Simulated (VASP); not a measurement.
# Hf2Sc3N (Cmmm) in VASP: single point with PBE

Aim: the single point of Hf2Sc3N with PBE.

All numbers are computed with VASP 6.6.1; they aren't measurements. Logs are shortened: lines on timing, memory, paths and dates and some standing lists are left out, and cuts for length are marked.

## 1. The cell of the first run

Symmetry: Cmmm, No. 65, orthorhombic system. Conventional cell: a = 4.641 Å, b = 11.823 Å, c = 5.420 Å, α = 90.00°, β = 90.00°, γ = 90.00°. Within 3.4 Å of Hf (site symmetry 2/m) lie 2 Hf at 2.32 Å and 6 Sc at 3.18 to 3.31 Å. Within 3.6 Å of Sc (site symmetry m2m) lie 2 N at 2.74 Å and 3 Sc at 2.90 to 3.07 Å and 4 Hf at 3.31 Å. Sc (site symmetry mmm) has 4 Sc at 3.07 Å and 4 Hf at 3.18 Å and 4 N at 3.57 Å within 4.0 Å. N (site symmetry mmm) has 8 Sc at 2.74 to 3.57 Å within 3.6 Å.

The cell was generated, and may not be a known phase.

## 2. Single point, PBE

File INCAR:

```
  ALGO = Normal
  EDIFF = 1E-6
  ENCUT = 520
  GGA = PE
  ISIF = 2
  ISMEAR = 0
  LASPH = True
  LCHARG = False
  LREAL = False
  LWAVE = False
  NBANDS = 38
  NELM = 60
  PREC = Accurate
  SIGMA = 0.1
```

File KPOINTS:

```
k-points
0
Gamma
  10 10 8
```

File POSCAR:

```
Hf2Sc3N
1.0
    2.3206425539     -5.9115668530      0.0000000000
    2.3206425539      5.9115668530      0.0000000000
    0.0000000000      0.0000000000      5.4202627765
Hf Sc N
2 3 1
Direct
    0.5000000000      0.0000000000      0.5000000000
    0.0000000000      0.5000000000      0.5000000000
    0.6227883923      0.3772116077      0.0000000000
    0.3772116077      0.6227883923      0.0000000000
    0.5000000000      0.5000000000      0.5000000000
    0.0000000000      0.0000000000      0.0000000000
```

Potentials or basis: VASP PAW PBE potentials, release 64 (Hf_pv, Sc_sv, N).

On the command line:

```
$ cat potpaw_PBE.64/Hf_pv/POTCAR potpaw_PBE.64/Sc_sv/POTCAR potpaw_PBE.64/N/POTCAR > POTCAR
$ mpirun -np 1 vasp_std > vasp.out
```

OUTCAR:

```text
EDIFF = 1E-6
   ENCUT = 520
   GGA = PE
   ISIF = 2
   ISMEAR = 0
   LASPH = True
   LREAL = False
   NELM = 60
   PREC = Accurate

 ion  position               nearest neighbor table
   1  0.500  0.000  0.500-   2 2.32   2 2.32   5 3.18   5 3.18   3 3.31   4 3.31   4 3.31   3 3.31

   2  0.000  0.500  0.500-   1 2.32   1 2.32   5 3.18   5 3.18   3 3.31   4 3.31   4 3.31   3 3.31

   3  0.623  0.377  0.000-   4 2.90   5 3.07   5 3.07   2 3.31   1 3.31   2 3.31   1 3.31
   4  0.377  0.623  0.000-   3 2.90   5 3.07   5 3.07   2 3.31   1 3.31   2 3.31   1 3.31
   5  0.500  0.500  0.500-   3 3.07   4 3.07   3 3.07   4 3.07   1 3.18   2 3.18   1 3.18   2 3.18

   6  0.000  0.000  0.000-

  LATTYP: Found a base centered orthorhombic cell.
 ALAT       =     4.6412851078
 B/A-ratio  =     2.5473836300
 C/A-ratio  =     1.1678366337

  Lattice vectors:

 A1 = (   2.3206425539,  -5.9115668530,   0.0000000000)
 A2 = (   2.3206425539,   5.9115668530,   0.0000000000)
 A3 = (   0.0000000000,   0.0000000000,   5.4202627765)

Analysis of symmetry for initial positions (statically):
=====================================================================
 Subroutine PRICEL returns:
 Original cell was already a primitive cell.

 Routine SETGRP: Setting up the symmetry group for a
 base centered orthorhombic supercell.

 Subroutine GETGRP returns: Found  8 space group operations
 (whereof  8 operations were pure point group operations)
 out of a pool of  8 trial point group operations.

The static configuration has the point symmetry D_2h.

Analysis of symmetry for dynamics (positions and initial velocities):
=====================================================================
 Subroutine PRICEL returns:
 Original cell was already a primitive cell.

 Routine SETGRP: Setting up the symmetry group for a
 base centered orthorhombic supercell.

 Subroutine GETGRP returns: Found  8 space group operations
 (whereof  8 operations were pure point group operations)
 out of a pool of  8 trial point group operations.

The dynamic configuration has the point symmetry D_2h.

 Subroutine INISYM returns: Found  8 space group operations
 (whereof  8 operations are pure point group operations),
 and found     1 'primitive' translations

[... 100 lines left out ...]
   ENCUT  =  520.0 eV  38.22 Ry    6.18 a.u.  11.81 11.81 10.08*2*pi/ulx,y,z
   NELM   =     60;   NELMIN=  2; NELMDL= -5     # of ELM steps
   EDIFF  = 0.1E-05   stopping-criterion for ELM
   LREAL  =      F    real-space projection
   EDIFFG = 0.1E-04   stopping-criterion for IOM
   NSW    =      0    number of steps for IOM
   IBRION =     -1    ionic relax: 0-MD 1-quasi-New 2-CG
   NFREE  =      0    steps in history (QN), initial steepest desc. (CG)
   ISIF   =      2    stress and relaxation
   ISYM   =      2    0-nonsym 1-usesym 2-fastsym
   POTIM  = 0.5000    time-step for ionic-motion
   TEBEG  =    0.0;   TEEND  =   0.0 temperature during run
   PSTRESS=    0.0 pullay stress
   NELECT =      58.0000    total number of electrons
   NUPDOWN=      -1.0000    fix difference up-down
   EMIN   =  10.00;   EMAX   =-10.00  energy-range for DOS
   EFERMI =   0.00;   METHOD = LEGACY
   ISMEAR =     0;   SIGMA  =   0.10  broadening in eV -4-tet -1-fermi 0-gaus
   EFERMI_NEDOS =   21; number of points for ismear=-14 and -15
   IALGO  =     38    algorithm
   IMIX   =      4    mixing-type and parameters
     AMIX     =   0.40;   BMIX     =  1.00
     AMIX_MAG =   1.60;   BMIX_MAG =  1.00
  volume/ion in A,a.u.               =      24.79       167.27
  Fermi-wavevector in a.u.,A,eV,Ry     =   1.196090  2.260282 19.464912  1.430631
  Thomas-Fermi vector in A             =   2.332039
   LORBIT       =      0    0 simple, 1 ext, 2 COOP (PROOUT), +10 PAW based schemes
   GGA     = PE    functional components
   LHFCALC =     F    Hartree Fock is set to
   AEXX    =    0.0000 exact exchange contribution
   IVDW    =     0    specifies the selected vdW correction
   LEPSILON=     F    determine dielectric tensor
   LRPA    =     F    only Hartree local field effects (RPA)
 non-spin polarized calculation
 Gauss-broadening in eV      SIGMA  =   0.10
  energy-cutoff  :      520.00
  volume of cell :      148.72
 maximum number of plane-waves:      4040
   NGX = 23   NGY = 23   NGZ = 21

 number of electron      58.0000006 magnetization

 Free energy of the ion-electron system (eV)
  ---------------------------------------------------
  ext. energy  EPLUGINS =         0.00000000
  ---------------------------------------------------
  free energy    TOTEN  =       -39.33244618 eV

  energy without entropy =      -39.28953649  energy(sigma->0) =      -39.31099133

 E-fermi :   2.7884     XC(G=0):  -9.5874

 val. band max:        2.7866947936   @ k =  -0.4000   0.3000   0.2500
 cond. band min:       2.7897369167   @ k =   0.5000   0.4000   0.5000
 fundamental gap:      0.0030421230
 Fermi energy:         2.7883561052

 k-point     1 :       0.0000    0.0000    0.0000
  band No.  band energies     occupation
      1     -47.0768      2.00000
      2     -47.0228      2.00000
      3     -47.0009      2.00000
      4     -29.9084      2.00000
      5     -27.6121      2.00000
      6     -27.5763      2.00000
[... 973 lines left out ...]
     37       4.3879      0.00000
     38       4.4072      0.00000

 [... further k-points ...]

------------------------ aborting loop because EDIFF is reached ----------------------------------------

  FORCE on cell =-STRESS in cart. coord.  units (eV):
  Direction    XX          YY          ZZ          XY          YZ          ZX
  --------------------------------------------------------------------------------------
  -------------------------------------------------------------------------------------
  Total       -0.2217767      0.0568360      0.0041786      0.0000000      0.0000000      0.0000000
  in kB       -2.3892702      0.6123123      0.0450175      0.0000000      0.0000000      0.0000000
  external PRESSURE =      -0.5773135 kB  Pullay stress =       0.0000000 kB

 VOLUME and BASIS-vectors are now :
 -----------------------------------------------------------------------------
  energy-cutoff  :      520.00
  volume of cell :      148.72
      direct lattice vectors                 reciprocal lattice vectors
     2.320642554 -5.911566853  0.000000000     0.215457568 -0.084579945  0.000000000
     2.320642554  5.911566853  0.000000000     0.215457568  0.084579945  0.000000000
     0.000000000  0.000000000  5.420262777     0.000000000  0.000000000  0.184492900

 POSITION                                       TOTAL-FORCE (eV/Angst)
 -----------------------------------------------------------------------------------
      1.16032     -2.95578      2.71013        -0.000000     -0.000000      0.000000
      1.16032      2.95578      2.71013        -0.000000     -0.000000      0.000000
      2.32064     -1.45174      0.00000        -0.000000     -0.004199      0.000000
      2.32064      1.45174      0.00000        -0.000000      0.004199      0.000000
      2.32064      0.00000      2.71013        -0.000000     -0.000000      0.000000
      0.00000      0.00000      0.00000         0.000000     -0.000000      0.000000
 -----------------------------------------------------------------------------------
    total drift:                               -0.000000     -0.000000     -0.000000

  FREE ENERGIE OF THE ION-ELECTRON SYSTEM (eV)
  ---------------------------------------------------
  free  energy   TOTEN  =       -39.3324461798 eV

  energy  without entropy=      -39.2895364874  energy(sigma->0) =      -39.31099133
```

It took 11 min on 1 thread of Intel Xeon 6975P-C (Granite Rapids), shared host; peak memory 0.86 GiB.

Results:

```yaml
Free_energy: -39.3324 eV
Pressure: -0.1 GPa
Largest_force: 0.004 eV/Å
Band_gap_on_the_k_mesh: zero (bands 29 and 30 overlap by 0.38 eV)
```

Forces on the atoms (eV/Å):
```
Hf   0.000  0.000  0.000
Hf   0.000  0.000  0.000
Sc   0.000 -0.004  0.000
Sc   0.000  0.004  0.000
Sc   0.000  0.000  0.000
N    0.000  0.000  0.000
```

Caveat: spin-orbit coupling is left out, which moves the levels of the heavy elements.
